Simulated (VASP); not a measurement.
# Cu (Fm-3m) in VASP: notebook

Runs on Cu. Level: r2SCAN. Tasks: single point.

Program: VASP 6.6.1. These are calculated values, not measurements. Logs are shortened: lines on timing, memory, paths and dates and some standing lists are left out, and cuts for length are marked.

## (1) The cell of the first run

The structure is cubic, space group Fm-3m (No. 225). Conventional cell: a = 3.464 Å, b = 3.464 Å, c = 3.464 Å, α = 90.00°, β = 90.00°, γ = 90.00°. Cu (site symmetry m-3m) has 12 Cu at 2.45 Å within 3.2 Å.

## (2) Single point, r2SCAN

The input, POSCAR:

```
Cu
1.0
    0.0000000000      1.7318651266      1.7318651266
    1.7318651266      0.0000000000      1.7318651266
    1.7318651266      1.7318651266      0.0000000000
Cu
1
Direct
    0.0000000000      0.0000000000      0.0000000000
```

The input, INCAR.step1:

```
PREC = Accurate ; ENCUT = 520
ISMEAR = 0 ; SIGMA = 0.1
LREAL = F ; LASPH = T
NELM = 80 ; NBANDS = 12
GGA = PE ; ALGO = Normal
EDIFF = 1E-4 ; LWAVE = T
LCHARG = F
```

The input, INCAR.step2:

```
PREC = Accurate ; ENCUT = 520
EDIFF = 1E-6 ; ISMEAR = 0
SIGMA = 0.1 ; LREAL = F
LASPH = T ; NELM = 80
ALGO = Normal ; ISIF = 2
LWAVE = F ; LCHARG = T
METAGGA = R2SCAN ; LMIXTAU = T
LELF = T ; LVHAR = T
NBANDS = 12 ; ISTART = 1
```

The input, KPOINTS:

```
Automatic mesh
0
Gamma
  20 20 20
```

Potentials or basis: VASP PAW PBE potentials, release 64 (Cu).

On the command line:

```
$ cat potpaw_PBE.64/Cu/POTCAR > POTCAR
$ cp INCAR.step1 INCAR
$ mpirun -np 1 vasp_std > vasp.out
$ cp INCAR.step2 INCAR
$ mpirun -np 1 vasp_std > vasp.out
```

OUTCAR:

```text
PREC = Accurate
   ENCUT = 520
   EDIFF = 1E-6
   ISMEAR = 0
   LREAL = F
   LASPH = T
   NELM = 80
   ISIF = 2
   METAGGA = R2SCAN
   ISTART = 1

 ion  position               nearest neighbor table
   1  0.000  0.000  0.000-

  LATTYP: Found a face centered cubic cell.
 ALAT       =     3.4637302532

  Lattice vectors:

 A1 = (   0.0000000000,   1.7318651266,   1.7318651266)
 A2 = (   1.7318651266,   0.0000000000,   1.7318651266)
 A3 = (   1.7318651266,   1.7318651266,   0.0000000000)

Analysis of symmetry for initial positions (statically):
=====================================================================
 Subroutine PRICEL returns:
 Original cell was already a primitive cell.

 Routine SETGRP: Setting up the symmetry group for a
 face centered cubic supercell.

 Subroutine GETGRP returns: Found 48 space group operations
 (whereof 48 operations were pure point group operations)
 out of a pool of 48 trial point group operations.

The static configuration has the point symmetry O_h .

Analysis of symmetry for dynamics (positions and initial velocities):
=====================================================================
 Subroutine PRICEL returns:
 Original cell was already a primitive cell.

 Routine SETGRP: Setting up the symmetry group for a
 face centered cubic supercell.

 Subroutine GETGRP returns: Found 48 space group operations
 (whereof 48 operations were pure point group operations)
 out of a pool of 48 trial point group operations.

The dynamic configuration has the point symmetry O_h .

 Subroutine INISYM returns: Found 48 space group operations
 (whereof 48 operations are pure point group operations),
 and found     1 'primitive' translations

----------------------------------------------------------------------------------------

                                     Primitive cell

  volume of cell :      10.3890

  direct lattice vectors                    reciprocal lattice vectors
     0.000000000  1.731865127  1.731865127    -0.288706085  0.288706085  0.288706085
     1.731865127  0.000000000  1.731865127     0.288706085 -0.288706085  0.288706085
     1.731865127  1.731865127  0.000000000     0.288706085  0.288706085 -0.288706085

  length of vectors
     2.449227150  2.449227150  2.449227150     0.500053607  0.500053607  0.500053607

  position of ions in fractional coordinates (direct lattice)
     0.000000000  0.000000000  0.000000000

  ion indices of the primitive-cell ions
   primitive index   ion index
[... 75 lines left out ...]
   EDIFFG = 0.1E-04   stopping-criterion for IOM
   NSW    =      0    number of steps for IOM
   IBRION =     -1    ionic relax: 0-MD 1-quasi-New 2-CG
   NFREE  =      0    steps in history (QN), initial steepest desc. (CG)
   ISIF   =      2    stress and relaxation
   ISYM   =      2    0-nonsym 1-usesym 2-fastsym
   POTIM  = 0.5000    time-step for ionic-motion
   TEBEG  =    0.0;   TEEND  =   0.0 temperature during run
   PSTRESS=    0.0 pullay stress
   NELECT =      11.0000    total number of electrons
   NUPDOWN=      -1.0000    fix difference up-down
   EMIN   =  10.00;   EMAX   =-10.00  energy-range for DOS
   EFERMI =   0.00;   METHOD = LEGACY
   ISMEAR =     0;   SIGMA  =   0.10  broadening in eV -4-tet -1-fermi 0-gaus
   EFERMI_NEDOS =   21; number of points for ismear=-14 and -15
   IALGO  =     38    algorithm
   IMIX   =      4    mixing-type and parameters
     AMIX     =   0.40;   BMIX     =  1.00
     AMIX_MAG =   1.60;   BMIX_MAG =  1.00
  volume/ion in A,a.u.               =      10.39        70.11
  Fermi-wavevector in a.u.,A,eV,Ry     =   1.668585  3.153168 37.881011  2.784176
  Thomas-Fermi vector in A             =   2.754407
   LORBIT       =      0    0 simple, 1 ext, 2 COOP (PROOUT), +10 PAW based schemes
   METAGGA = R2SCAN    functional components
   LHFCALC =     F    Hartree Fock is set to
   AEXX    =    0.0000 exact exchange contribution
   IVDW    =     0    specifies the selected vdW correction
   LEPSILON=     F    determine dielectric tensor
   LRPA    =     F    only Hartree local field effects (RPA)
 non-spin polarized calculation
 Gauss-broadening in eV      SIGMA  =   0.10
  energy-cutoff  :      520.00
  volume of cell :       10.39
 maximum number of plane-waves:       295
   NGX =  9   NGY =  9   NGZ =  9

 number of electron      10.9999992 magnetization

 Free energy of the ion-electron system (eV)
  ---------------------------------------------------
  ext. energy  EPLUGINS =         0.00000000
  ---------------------------------------------------
  free energy    TOTEN  =       -10.76261835 eV

  energy without entropy =      -10.76149455  energy(sigma->0) =      -10.76205645

 E-fermi :   9.0792     XC(G=0): -14.6291

 val. band max:        9.0378011194   @ k =   0.5000   0.3000   0.1500
 cond. band min:       9.1031560467   @ k =   0.5000   0.2500   0.1000
 fundamental gap:      0.0653549273
 Fermi energy:         9.0791797760

 k-point     1 :       0.0000    0.0000    0.0000
  band No.  band energies     occupation
      1      -1.6403      2.00000
      2       5.5140      2.00000
      3       5.5141      2.00000
      4       5.5141      2.00000
      5       6.5135      2.00000
      6       6.5135      2.00000
      7      33.5226      0.00000
      8      37.6046      0.00000
      9      37.6046      0.00000
     10      37.6048      0.00000
     11      40.1825      0.00000
     12      40.1825      0.00000
[... 331 lines left out ...]
 k-point    24 :      -0.3500    0.0500    0.0000
  band No.  band energies     occupation
      1       2.5892      2.00000
      2       5.5286      2.00000
      3       5.5790      2.00000
      4       5.6950      2.00000
      5       6.9117      2.00000
      6       7.2524      2.00000
      7      17.5412      0.00000
      8      31.1810      0.00000
      9      33.7868      0.00000
     10      35.6392      0.00000
     11      37.5320      0.00000
     12      39.5789      0.00000

 [... further k-points ...]
[... 5 lines left out ...]
  --------------------------------------------------------------------------------------
  -------------------------------------------------------------------------------------
  Total        1.3406835      1.3406835      1.3406835     -0.0000000     -0.0000000     -0.0000000
  in kB      206.7591052    206.7591052    206.7591052     -0.0000000     -0.0000000     -0.0000000
  external PRESSURE =     206.7591052 kB  Pullay stress =       0.0000000 kB

 VOLUME and BASIS-vectors are now :
 -----------------------------------------------------------------------------
  energy-cutoff  :      520.00
  volume of cell :       10.39
      direct lattice vectors                 reciprocal lattice vectors
     0.000000000  1.731865127  1.731865127    -0.288706085  0.288706085  0.288706085
     1.731865127  0.000000000  1.731865127     0.288706085 -0.288706085  0.288706085
     1.731865127  1.731865127  0.000000000     0.288706085  0.288706085 -0.288706085

 POSITION                                       TOTAL-FORCE (eV/Angst)
 -----------------------------------------------------------------------------------
      0.00000      0.00000      0.00000         0.000000      0.000000      0.000000
 -----------------------------------------------------------------------------------
    total drift:                                0.000000     -0.000000     -0.000000

  FREE ENERGIE OF THE ION-ELECTRON SYSTEM (eV)
  ---------------------------------------------------
  free  energy   TOTEN  =       -10.7626183507 eV

  energy  without entropy=      -10.7614945455  energy(sigma->0) =      -10.76205645
```

OUTCAR.step1:

```text
PREC = Accurate
   ENCUT = 520
   ISMEAR = 0
   LREAL = F
   LASPH = T
[... 575 lines left out ...]

 POSITION                                       TOTAL-FORCE (eV/Angst)
 -----------------------------------------------------------------------------------
      0.00000      0.00000      0.00000         0.000000      0.000000      0.000000
 -----------------------------------------------------------------------------------
    total drift:                                0.000000     -0.000000     -0.000000

  FREE ENERGIE OF THE ION-ELECTRON SYSTEM (eV)
  ---------------------------------------------------
  free  energy   TOTEN  =        -3.6035627912 eV

  energy  without entropy=       -3.6023492557  energy(sigma->0) =       -3.60295602
```

OSZICAR.step1:

```text
N       E                     dE             d eps       ncg     rms          rms(c)
DAV:   1     0.423911309197E+02    0.42391E+02   -0.53242E+03  6844   0.158E+03
DAV:   2    -0.328745565701E+01   -0.45679E+02   -0.42078E+02  6312   0.212E+02
DAV:   3    -0.453797818302E+01   -0.12505E+01   -0.12456E+01  7176   0.395E+01
DAV:   4    -0.454488852014E+01   -0.69103E-02   -0.69095E-02  6972   0.259E+00
DAV:   5    -0.454494689240E+01   -0.58372E-04   -0.58371E-04  7284   0.240E-01    0.780E+00
DAV:   6    -0.388695253154E+01    0.65799E+00   -0.12471E+01  7352   0.694E+01    0.310E+00
DAV:   7    -0.362091949490E+01    0.26603E+00   -0.17115E+00  7356   0.255E+01    0.723E-01
DAV:   8    -0.360433770395E+01    0.16582E-01   -0.69155E-03  8232   0.845E-01    0.207E-01
DAV:   9    -0.360355578238E+01    0.78192E-03   -0.43404E-03  7196   0.117E+00    0.254E-02
DAV:  10    -0.360356279122E+01   -0.70088E-05   -0.21191E-05  4256   0.732E-02
   1 F= -.36035628E+01 E0= -.36029560E+01  d E =-.121354E-02
```

It took 57 s on 1 thread of Intel Xeon Platinum 8559C (Emerald Rapids), shared host; peak memory 0.14 GiB.

Results:

| Property | Result |
| --- | --- |
| Free energy | -10.7626 eV |
| Pressure | 20.7 GPa |

Levels at points of the mesh, in eV from the Fermi level:
| k point | band 3 | band 4 | band 5 | band 6 | band 7 | band 8 | band 9 | band 10 |
| --- | --- | --- | --- | --- | --- | --- | --- | --- |
| (0.00, 0.00, 0.00) | -3.57 | -3.57 | -2.57 | -2.57 | 24.44 | 28.53 | 28.53 | 28.53 |
| (0.50, 0.00, 0.00) | -3.62 | -1.85 | -1.85 | -1.44 | 4.69 | 22.88 | 25.29 | 25.29 |
| (0.50, 0.50, 0.00) | -1.89 | -1.67 | -1.67 | 1.51 | 8.39 | 14.85 | 14.85 | 19.55 |

Caveat: the PAW data sets were made with another functional, which shifts forces and pressure a little.

## (3) Single point, r2SCAN

This run uses another cell than the first one, of 10.84 Å³/atom, 1.044 times its volume.

The input, POSCAR:

```
Cu
1.0
    0.0000000000      1.7566648828      1.7566648828
    1.7566648828      0.0000000000      1.7566648828
    1.7566648828      1.7566648828      0.0000000000
Cu
1
Direct
    0.0000000000      0.0000000000      0.0000000000
```

The input, INCAR.step1:

```
SYSTEM = Cu
PREC = Accurate ; ENCUT = 520
ISMEAR = 0 ; SIGMA = 0.1
LREAL = .FALSE. ; LASPH = .TRUE.
NELM = 100 ; NBANDS = 12
GGA = PE ; ALGO = Normal
EDIFF = 1E-4 ; LWAVE = .TRUE.
LCHARG = .FALSE.
```

The input, INCAR.step2:

```
SYSTEM = Cu
PREC = Accurate ; ENCUT = 520
EDIFF = 1E-7 ; ISMEAR = 0
SIGMA = 0.1 ; LREAL = .FALSE.
LASPH = .TRUE. ; NELM = 100
ALGO = Normal ; ISIF = 2
LWAVE = .FALSE. ; LCHARG = .TRUE.
METAGGA = R2SCAN ; LMIXTAU = .TRUE.
LELF = .TRUE. ; LVHAR = .TRUE.
NBANDS = 12 ; ISTART = 1
```

The input, KPOINTS:

```
regular mesh
0
G
  20 20 20
  0 0 0
```

Potentials or basis: VASP PAW PBE potentials, release 64 (Cu).

On the command line:

```
$ cat potpaw_PBE.64/Cu/POTCAR > POTCAR
$ cp INCAR.step1 INCAR
$ mpirun -np 1 vasp_std > vasp.out
$ cp INCAR.step2 INCAR
$ mpirun -np 1 vasp_std > vasp.out
```

It took 69 s on 1 thread of Intel Xeon Platinum 8559C (Emerald Rapids), shared host; peak memory 0.14 GiB.

Results (log left out):

```yaml
Free_energy: -10.8072 eV
Pressure: 10.7 GPa
```

Levels at points of the mesh, in eV from the Fermi level:
| k point | band 4 | band 5 | band 6 | band 7 | band 8 | band 9 |
| --- | --- | --- | --- | --- | --- | --- |
| (0.00, 0.00, 0.00) | -3.40 | -2.46 | -2.46 | 24.11 | 27.84 | 27.84 |
| (0.50, 0.00, 0.00) | -1.80 | -1.80 | -1.29 | 4.46 | 22.57 | 24.58 |
| (0.50, 0.50, 0.00) | -1.62 | -1.62 | 1.55 | 8.08 | 14.49 | 14.49 |

Caveat: the PAW data sets were made with another functional, which shifts forces and pressure a little.

## (4) Single point, r2SCAN

This run uses another cell than the first one, of 11.11 Å³/atom, 1.070 times its volume.

The input, POSCAR:

```
Cu
1.0
    0.0000000000      1.7712081181      1.7712081181
    1.7712081181      0.0000000000      1.7712081181
    1.7712081181      1.7712081181      0.0000000000
Cu
1
Direct
    0.0000000000      0.0000000000      0.0000000000
```

The input, INCAR.step1:

```
SYSTEM = Cu
PREC = Accurate
ENCUT = 520
ISMEAR = 0
SIGMA = 0.1
LREAL = .FALSE.
LASPH = .TRUE.
NELM = 100
NBANDS = 12
GGA = PE
ALGO = Normal
EDIFF = 1E-4
LWAVE = .TRUE.
LCHARG = .FALSE.
```

The input, INCAR.step2:

```
SYSTEM = Cu
PREC = Accurate
ENCUT = 520
EDIFF = 1E-7
ISMEAR = 0
SIGMA = 0.1
LREAL = .FALSE.
LASPH = .TRUE.
NELM = 100
ALGO = Normal
ISIF = 2
LWAVE = .FALSE.
LCHARG = .TRUE.
METAGGA = R2SCAN
LMIXTAU = .TRUE.
LELF = .TRUE.
LVHAR = .TRUE.
NBANDS = 12
ISTART = 1
```

The input, KPOINTS:

```
Automatic mesh
0
G
  20 20 20
  0 0 0
```

On the command line:

```
$ cat potpaw_PBE.64/Cu/POTCAR > POTCAR
$ cp INCAR.step1 INCAR
$ mpirun -np 1 vasp_std > vasp.out
$ cp INCAR.step2 INCAR
$ mpirun -np 1 vasp_std > vasp.out
```

Wall time 81 s (1 thread of Intel Xeon Platinum 8559C (Emerald Rapids), shared host); peak memory 0.15 GiB.

It converged, with:

```yaml
Free_energy: -10.8215 eV
Pressure: 5.7 GPa
```

Levels at points of the mesh, in eV from the Fermi level:
```tsv
k point	band 4	band 5	band 6	band 7	band 8	band 9
(0.00, 0.00, 0.00)	-3.31	-2.41	-2.41	23.91	27.44	27.44
(0.50, 0.00, 0.00)	-1.76	-1.76	-1.21	4.32	22.39	24.17
(0.50, 0.50, 0.00)	-1.60	-1.60	1.57	7.90	14.29	14.29
```

Caveat: the PAW data sets were made with another functional, which shifts forces and pressure a little.

## (5) Summary

```csv
cell,gap on the mesh (eV),pressure (GPa)
"a = 2.449 Å, angles 60.0°, 1 atom",none,20.7
"a = 2.484 Å, angles 60.0°, 1 atom",none,10.7
"a = 2.505 Å, angles 60.0°, 1 atom",none,5.7
```

Alike in all rows: task single point; level r2SCAN; potentials or basis VASP PAW PBE potentials, release 64 (Cu); no spin polarisation; k mesh 20 × 20 × 20; cutoff (eV) 520; smearing gaussian 0.1 eV.

Caveats: the PAW data sets were made with another functional, which shifts forces and pressure a little.

Absolute energies hang on the potentials; compare differences alone.
